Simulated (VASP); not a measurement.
# Na3TeH (Pm-3m) in VASP: notebook

The runs below take Na3TeH through single point, relaxation of cell and atoms, with PBEsol.

Program: VASP 6.6.1. These are calculated values, not measurements. Logs are shortened: lines on timing, memory, paths and dates and some standing lists are left out, and cuts for length are marked.

### Step 1. The cell of the first run

The structure is cubic, space group Pm-3m (No. 221). Conventional cell: a = 4.702 Å, b = 4.702 Å, c = 4.702 Å, α = 90.00°, β = 90.00°, γ = 90.00°. Na (site symmetry 4/mmm) has 2 H at 2.35 Å within 3.1 Å. Te (site symmetry m-3m) has 12 Na at 3.32 Å and 8 H at 4.07 Å within 4.4 Å. Within 3.1 Å of H (site symmetry m-3m) lie 6 Na at 2.35 Å.

### Step 2. Single point, PBEsol

Input file INCAR:

```
ALGO = Normal ; EDIFF = 1E-7
ENCUT = 520 ; GGA = PS
ISIF = 2 ; ISMEAR = 0
LASPH = True ; LCHARG = False
LREAL = False ; LWAVE = False
NBANDS = 22 ; NELM = 80
PREC = Accurate ; SIGMA = 0.02
```

Input file KPOINTS:

```
k-points
0
Gamma
  6 6 6
```

Input file POSCAR:

```
Na3TeH
1.0
    4.7020188414      0.0000000000      0.0000000000
    0.0000000000      4.7020188414      0.0000000000
    0.0000000000      0.0000000000      4.7020188414
Na Te H
3 1 1
Direct
    0.5000000000      0.0000000000      0.5000000000
    0.0000000000      0.5000000000      0.5000000000
    0.5000000000      0.5000000000      0.0000000000
    0.0000000000      0.0000000000      0.0000000000
    0.5000000000      0.5000000000      0.5000000000
```

Potentials or basis: VASP PAW PBE potentials, release 64 (Na_pv, Te, H).

Launch:

```console
> cat potpaw_PBE.64/Na_pv/POTCAR potpaw_PBE.64/Te/POTCAR potpaw_PBE.64/H/POTCAR > POTCAR
> mpirun -np 1 vasp_std > vasp.out
```

OUTCAR:

```text
EDIFF = 1E-7
   ENCUT = 520
   GGA = PS
   ISIF = 2
   ISMEAR = 0
   LASPH = True
   LREAL = False
   NELM = 80
   PREC = Accurate

 ion  position               nearest neighbor table
   1  0.500  0.000  0.500-
   2  0.000  0.500  0.500-
   3  0.500  0.500  0.000-
   4  0.000  0.000  0.000-
   5  0.500  0.500  0.500-

  LATTYP: Found a simple cubic cell.
 ALAT       =     4.7020188414

  Lattice vectors:

 A1 = (   4.7020188414,   0.0000000000,   0.0000000000)
 A2 = (   0.0000000000,   4.7020188414,   0.0000000000)
 A3 = (   0.0000000000,   0.0000000000,   4.7020188414)

Analysis of symmetry for initial positions (statically):
=====================================================================
 Subroutine PRICEL returns:
 Original cell was already a primitive cell.

 Routine SETGRP: Setting up the symmetry group for a
 simple cubic supercell.

 Subroutine GETGRP returns: Found 48 space group operations
 (whereof 48 operations were pure point group operations)
 out of a pool of 48 trial point group operations.

The static configuration has the point symmetry O_h .

Analysis of symmetry for dynamics (positions and initial velocities):
=====================================================================
 Subroutine PRICEL returns:
 Original cell was already a primitive cell.

 Routine SETGRP: Setting up the symmetry group for a
 simple cubic supercell.

 Subroutine GETGRP returns: Found 48 space group operations
 (whereof 48 operations were pure point group operations)
 out of a pool of 48 trial point group operations.

The dynamic configuration has the point symmetry O_h .

 Subroutine INISYM returns: Found 48 space group operations
 (whereof 48 operations are pure point group operations),
 and found     1 'primitive' translations

----------------------------------------------------------------------------------------

                                     Primitive cell

  volume of cell :     103.9568

  direct lattice vectors                    reciprocal lattice vectors
     4.702018841  0.000000000  0.000000000     0.212674605  0.000000000  0.000000000
     0.000000000  4.702018841  0.000000000     0.000000000  0.212674605  0.000000000
     0.000000000  0.000000000  4.702018841     0.000000000  0.000000000  0.212674605

  length of vectors
     4.702018841  4.702018841  4.702018841     0.212674605  0.212674605  0.212674605

  position of ions in fractional coordinates (direct lattice)
     0.500000000  0.000000000  0.500000000
     0.000000000  0.500000000  0.500000000
     0.500000000  0.500000000  0.000000000
     0.000000000  0.000000000  0.000000000
     0.500000000  0.500000000  0.500000000

  ion indices of the primitive-cell ions
   primitive index   ion index
                 1           1
                 2           2
                 3           3
                 4           4
                 5           5

----------------------------------------------------------------------------------------

 KPOINTS: k-points

Automatic generation of k-mesh.
 Grid dimensions read from file:
 generate k-points for:    6    6    6

 Generating k-lattice:

  Cartesian coordinates                     Fractional coordinates (reciprocal lattice)
     0.035445768  0.000000000  0.000000000     0.166666667  0.000000000  0.000000000
     0.000000000  0.035445768  0.000000000     0.000000000  0.166666667  0.000000000
     0.000000000  0.000000000  0.035445768     0.000000000  0.000000000  0.166666667

  Length of vectors
     0.035445768  0.035445768  0.035445768

  Shift w.r.t. Gamma in fractional coordinates (k-lattice)
     0.000000000  0.000000000  0.000000000

 Subroutine IBZKPT returns following result:
 ===========================================

 Found     20 irreducible k-points:

 Following reciprocal coordinates:
            Coordinates               Weight
  0.000000  0.000000  0.000000      1.000000
  0.166667  0.000000  0.000000      6.000000
  0.333333  0.000000  0.000000      6.000000
  0.500000  0.000000  0.000000      3.000000
  0.166667  0.166667  0.000000     12.000000
  0.333333  0.166667  0.000000     24.000000
[... 12 lines left out ...]
  0.500000  0.500000  0.333333      6.000000
  0.500000  0.500000  0.500000      1.000000
   k-points           NKPTS =     20   k-points in BZ     NKDIM =     20   number of bands    NBANDS=     22
   number of dos      NEDOS =    301   number of ions     NIONS =      5
   total plane-waves  NPLWV =  46656
   dimension x,y,z NGX =    36 NGY =   36 NGZ =   36
   dimension x,y,z NGXF=    72 NGYF=   72 NGZF=   72
   ions per type =               3   1   1
   NGX,Y,Z   is equivalent  to a cutoff of  12.73, 12.73, 12.73 a.u.
   NGXF,Y,Z  is equivalent  to a cutoff of  25.46, 25.46, 25.46 a.u.
 SYSTEM =  unknown system
   PREC   = accura    normal or accurate (medium, high low for compatibility)
   ISTART =      0    job   : 0-new  1-cont  2-samecut
   ICHARG =      2    charge: 1-file 2-atom 10-const
   ISPIN  =      1    spin polarized calculation?
   LNONCOLLINEAR =      F non collinear calculations
   LSORBIT =      F    spin-orbit coupling
   LASPH  =      T    aspherical Exc in radial PAW
   ENCUT  =  520.0 eV  38.22 Ry    6.18 a.u.   8.74  8.74  8.74*2*pi/ulx,y,z
   NELM   =     80;   NELMIN=  2; NELMDL= -5     # of ELM steps
   EDIFF  = 0.1E-06   stopping-criterion for ELM
   LREAL  =      F    real-space projection
   EDIFFG = 0.1E-05   stopping-criterion for IOM
   NSW    =      0    number of steps for IOM
   IBRION =     -1    ionic relax: 0-MD 1-quasi-New 2-CG
   NFREE  =      0    steps in history (QN), initial steepest desc. (CG)
   ISIF   =      2    stress and relaxation
   ISYM   =      2    0-nonsym 1-usesym 2-fastsym
   POTIM  = 0.5000    time-step for ionic-motion
   TEBEG  =    0.0;   TEEND  =   0.0 temperature during run
   PSTRESS=    0.0 pullay stress
   NELECT =      28.0000    total number of electrons
   NUPDOWN=      -1.0000    fix difference up-down
   EMIN   =  10.00;   EMAX   =-10.00  energy-range for DOS
   EFERMI =   0.00;   METHOD = LEGACY
   ISMEAR =     0;   SIGMA  =   0.02  broadening in eV -4-tet -1-fermi 0-gaus
   EFERMI_NEDOS =   21; number of points for ismear=-14 and -15
   IALGO  =     38    algorithm
   IMIX   =      4    mixing-type and parameters
     AMIX     =   0.40;   BMIX     =  1.00
     AMIX_MAG =   1.60;   BMIX_MAG =  1.00
  volume/ion in A,a.u.               =      20.79       140.31
  Fermi-wavevector in a.u.,A,eV,Ry     =   1.057247  1.997907 15.208202  1.117771
  Thomas-Fermi vector in A             =   2.192513
   LORBIT       =      0    0 simple, 1 ext, 2 COOP (PROOUT), +10 PAW based schemes
   GGA     = PS    functional components
   LHFCALC =     F    Hartree Fock is set to
   AEXX    =    0.0000 exact exchange contribution
   IVDW    =     0    specifies the selected vdW correction
   LEPSILON=     F    determine dielectric tensor
   LRPA    =     F    only Hartree local field effects (RPA)
 non-spin polarized calculation
 Gauss-broadening in eV      SIGMA  =   0.02
  energy-cutoff  :      520.00
  volume of cell :      103.96
 maximum number of plane-waves:      2826
 NGX is ok and might be reduce to    36
   NGX = 17   NGY = 17   NGZ = 17

 number of electron      28.0000049 magnetization

 Free energy of the ion-electron system (eV)
  ---------------------------------------------------
  ext. energy  EPLUGINS =         0.00000000
  ---------------------------------------------------
  free energy    TOTEN  =       -14.19038461 eV

  energy without entropy =      -14.19038461  energy(sigma->0) =      -14.19038461

 E-fermi :   1.8101     XC(G=0):  -8.3981

 val. band max:        1.6367340508   @ k =   0.5000   0.5000   0.0000
 cond. band min:       4.2941467705   @ k =   0.5000   0.0000   0.0000
 fundamental gap:      2.6574127197
 Fermi energy:         1.8100955351

 k-point     1 :       0.0000    0.0000    0.0000
  band No.  band energies     occupation
      1     -21.3997      2.00000
      2     -21.3997      2.00000
      3     -21.3997      2.00000
      4     -21.3559      2.00000
      5     -21.3559      2.00000
      6     -21.3559      2.00000
[... 14 lines left out ...]
     21       9.8801      0.00000
     22       9.8801      0.00000

 k-point     2 :       0.1667    0.0000    0.0000
  band No.  band energies     occupation
      1     -21.3966      2.00000
      2     -21.3966      2.00000
      3     -21.3955      2.00000
      4     -21.3569      2.00000
      5     -21.3569      2.00000
      6     -21.3562      2.00000
[... 14 lines left out ...]
     21      10.0461      0.00000
     22      10.2402      0.00000

 k-point     3 :       0.3333    0.0000    0.0000
  band No.  band energies     occupation
      1     -21.3890      2.00000
      2     -21.3890      2.00000
      3     -21.3840      2.00000
      4     -21.3601      2.00000
      5     -21.3601      2.00000
      6     -21.3570      2.00000
[... 14 lines left out ...]
     21      10.2324      0.00000
     22      10.5185      0.00000

 k-point     4 :       0.5000    0.0000    0.0000
  band No.  band energies     occupation
      1     -21.3838      2.00000
      2     -21.3838      2.00000
      3     -21.3734      2.00000
      4     -21.3631      2.00000
      5     -21.3631      2.00000
      6     -21.3573      2.00000
[... 14 lines left out ...]
     21      10.9799      0.00000
     22      10.9972      0.00000

 k-point     5 :       0.1667    0.1667    0.0000
  band No.  band energies     occupation
      1     -21.3989      2.00000
      2     -21.3934      2.00000
      3     -21.3874      2.00000
      4     -21.3620      2.00000
      5     -21.3576      2.00000
      6     -21.3522      2.00000
[... 317 lines left out ...]
 k-point    18 :       0.5000    0.3333    0.3333
  band No.  band energies     occupation
      1     -21.4128      2.00000
      2     -21.3957      2.00000
      3     -21.3934      2.00000
      4     -21.3890      2.00000
      5     -21.3409      2.00000
      6     -21.3354      2.00000
[... 14 lines left out ...]
     21      11.1000      0.00000
     22      12.8539      0.00000

 k-point    19 :       0.5000    0.5000    0.3333
  band No.  band energies     occupation
      1     -21.4179      2.00000
      2     -21.3994      2.00000
      3     -21.3943      2.00000
      4     -21.3943      2.00000
      5     -21.3345      2.00000
      6     -21.3345      2.00000
[... 14 lines left out ...]
     21      10.7548      0.00000
     22      13.0784      0.00000

 k-point    20 :       0.5000    0.5000    0.5000
  band No.  band energies     occupation
      1     -21.4245      2.00000
      2     -21.3991      2.00000
      3     -21.3991      2.00000
      4     -21.3991      2.00000
      5     -21.3301      2.00000
      6     -21.3301      2.00000
[... 14 lines left out ...]
     21      11.6573      0.00000
     22      13.1101      0.00000

------------------------ aborting loop because EDIFF is reached ----------------------------------------

  FORCE on cell =-STRESS in cart. coord.  units (eV):
  Direction    XX          YY          ZZ          XY          YZ          ZX
  --------------------------------------------------------------------------------------
  -------------------------------------------------------------------------------------
  Total        0.0407645      0.0407645      0.0407645     -0.0000000      0.0000000      0.0000000
  in kB        0.6282605      0.6282605      0.6282605     -0.0000000      0.0000000      0.0000000
  external PRESSURE =       0.6282605 kB  Pullay stress =       0.0000000 kB

 VOLUME and BASIS-vectors are now :
 -----------------------------------------------------------------------------
  energy-cutoff  :      520.00
  volume of cell :      103.96
      direct lattice vectors                 reciprocal lattice vectors
     4.702018841  0.000000000  0.000000000     0.212674605  0.000000000  0.000000000
     0.000000000  4.702018841  0.000000000     0.000000000  0.212674605  0.000000000
     0.000000000  0.000000000  4.702018841     0.000000000  0.000000000  0.212674605

 POSITION                                       TOTAL-FORCE (eV/Angst)
 -----------------------------------------------------------------------------------
      2.35101      0.00000      2.35101         0.000000      0.000000      0.000000
      0.00000      2.35101      2.35101         0.000000      0.000000      0.000000
      2.35101      2.35101      0.00000         0.000000      0.000000      0.000000
      0.00000      0.00000      0.00000         0.000000      0.000000      0.000000
      2.35101      2.35101      2.35101         0.000000      0.000000      0.000000
 -----------------------------------------------------------------------------------
    total drift:                                0.000000      0.000000      0.000000

  FREE ENERGIE OF THE ION-ELECTRON SYSTEM (eV)
  ---------------------------------------------------
  free  energy   TOTEN  =       -14.1903846125 eV

  energy  without entropy=      -14.1903846125  energy(sigma->0) =      -14.19038461
```

Run time: 21 s. Hardware: 1 thread of Intel Xeon Platinum 8488C (Sapphire Rapids), shared host; peak memory 0.22 GiB.

What came out:

| Quantity | Value |
| --- | --- |
| Free energy | -14.1904 eV |
| Pressure | 0.1 GPa |
| Band gap on the k mesh | 2.66 eV (least direct gap 2.85 eV) |

Levels at points of the mesh, in eV from the valence-band top:
```tsv
k point	band 12	band 13	band 14	band 15	band 16	band 17
(0.00, 0.00, 0.00)	-0.43	-0.43	-0.43	4.09	4.09	4.38
(0.50, 0.00, 0.00)	-0.59	-0.20	-0.20	2.66	4.75	4.94
(0.50, 0.50, 0.00)	-1.94	-1.94	0.00	4.50	5.06	5.88
(0.50, 0.50, 0.50)	-1.47	-1.47	-1.47	2.78	2.78	2.78
```

Caveat: the PAW data sets were made with another functional, which shifts forces and pressure a little; spin-orbit coupling is left out, which moves the levels of the heavy elements. A k mesh can miss the band edges.

### Step 3. Relaxation of cell and atoms, PBEsol

This run uses another cell than the first one, of 21.58 Å³/atom.

Input file INCAR:

```
SYSTEM = Na3TeH
PREC = Accurate
ENCUT = 600
EDIFF = 1E-6
ISMEAR = 0
SIGMA = 0.02
LREAL = .False.
LASPH = .True.
NELM = 80
ALGO = Normal
ISIF = 3
LWAVE = .False.
LCHARG = .False.
GGA = PS
IBRION = 2
NSW = 70
EDIFFG = -0.005
```

Input file KPOINTS:

```
regular mesh
0
Gamma
  6 6 6
  0 0 0
```

Changes to POSCAR since step 2:

```diff
@@ -2,5 +2,5 @@
 1.0
-    4.7020188414      0.0000000000      0.0000000000
-    0.0000000000      4.7020188414      0.0000000000
-    0.0000000000      0.0000000000      4.7020188414
+    4.7607848940      0.0000000000      0.0000000000
+    0.0000000000      4.7607848940      0.0000000000
+    0.0000000000      0.0000000000      4.7607848940
 Na Te H
```

Potentials or basis: VASP PAW PBE potentials, release 64 (Na_pv, Te, H).

Launch:

```console
> cat potpaw_PBE.64/Na_pv/POTCAR potpaw_PBE.64/Te/POTCAR potpaw_PBE.64/H/POTCAR > POTCAR
> mpirun -np 1 vasp_std > vasp.out
```

It took 68 s on 1 thread of Intel Xeon Platinum 8488C (Sapphire Rapids), shared host; peak memory 0.27 GiB.

The run converged. Its results:

* Free energy: -14.1914 eV
* Relaxed volume: 20.85 Å³/atom
* Relaxed cell: a = 4.706 Å, b = 4.706 Å, c = 4.706 Å, α = 90.00°, β = 90.00°, γ = 90.00°
* Space group after relaxing (to 0.1 Å): Pm-3m (No. 221)
* Energy gained by relaxing: 2.0 meV/atom
* Ionic steps: 4
* Pressure after relaxing: 0.0 GPa
* Band gap on the k mesh: 2.65 eV (least direct gap 2.84 eV)

The path:
```csv
step,energy change (eV),largest force (eV/Å),pressure (GPa),volume (Å³)
1,0.0000,0.0000,-0.81,107.90
2,-0.0068,0.0000,-0.45,106.20
3,-0.0095,0.0000,-0.12,104.76
4,-0.0098,0.0000,0.02,104.24
```

Final structure:
```
CELL_PARAMETERS angstrom
4.70630 0.00000 0.00000
0.00000 4.70630 0.00000
0.00000 0.00000 4.70630
ATOMIC_POSITIONS crystal
Na 0.50000 0.00000 0.50000
Na 0.00000 0.50000 0.50000
Na 0.50000 0.50000 0.00000
Te 0.00000 0.00000 0.00000
H 0.50000 0.50000 0.50000
```

Levels at points of the mesh, in eV from the valence-band top:
```csv
k point,band 12,band 13,band 14,band 15,band 16,band 17
"(0.00, 0.00, 0.00)",-0.43,-0.43,-0.43,4.09,4.09,4.37
"(0.50, 0.00, 0.00)",-0.59,-0.20,-0.20,2.65,4.75,4.93
"(0.50, 0.50, 0.00)",-1.94,-1.94,0.00,4.49,5.05,5.87
"(0.50, 0.50, 0.50)",-1.47,-1.47,-1.47,2.77,2.77,2.77
```

Caveat: the PAW data sets were made with another functional, which shifts forces and pressure a little; spin-orbit coupling is left out, which moves the levels of the heavy elements. A k mesh can miss the band edges.
